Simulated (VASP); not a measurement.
Crystal: CdTe.

```
CELL_PARAMETERS angstrom
0.00000 3.20500 3.20500
3.20500 0.00000 3.20500
3.20500 3.20500 0.00000
ATOMIC_POSITIONS crystal
Te 0.75000 0.75000 0.75000
Cd 0.00000 0.00000 0.00000
```

| Item | Value |
| --- | --- |
| Program | VASP 6.6.1 |
| Task | relaxation of cell and atoms |
| Functional | RPBE |
| Potentials or basis | VASP PAW PBE potentials, release 64 (Te, Cd) |
| Cutoff | 600 eV |
| k mesh | 7 × 7 × 7 |
| Occupations | fermi-dirac, width 0.05 eV |
| Spin | no spin polarisation |

At the start: pressure 6.1 GPa; volume 32.92 Å³/atom.

Task: Where does the relaxation end?

Result: Over 8 steps the energy falls by 84.0 meV/atom and the volume is 38.00 Å³/atom (+15.4 %); space group F-43m (No. 216, to 0.05 Å).

Step by step:
| step | energy change (eV) | largest force (eV/Å) | pressure (GPa) | volume (Å³) |
| --- | --- | --- | --- | --- |
| 1 | 0.0000 | 0.0000 | 6.10 | 65.84 |
| 2 | -0.1607 | 0.0000 | -0.90 | 78.52 |
| 3 | -0.1680 | 0.0000 | 0.04 | 75.91 |
| 4 | -0.1680 | 0.0000 | -0.03 | 76.12 |
| 5 | -0.1680 | 0.0000 | -0.03 | 76.04 |
| 6 | -0.1680 | 0.0000 | 0.09 | 75.79 |
| 7 | -0.1680 | 0.0000 | 0.02 | 75.97 |
| 8 | -0.1680 | 0.0000 | 0.01 | 76.00 |

Final structure:
```
CELL_PARAMETERS angstrom
0.00000 3.36197 3.36197
3.36197 0.00000 3.36197
3.36197 3.36197 0.00000
ATOMIC_POSITIONS crystal
Te 0.75000 0.75000 0.75000
Cd 0.00000 0.00000 0.00000
```

Caveat: the volume moved by over 15 % at a fixed basis, so the end points are rough; the PAW data sets were made with another functional, which shifts forces and pressure a little; the volume moved by +15 % from the deposited cell, more than functionals usually miss.
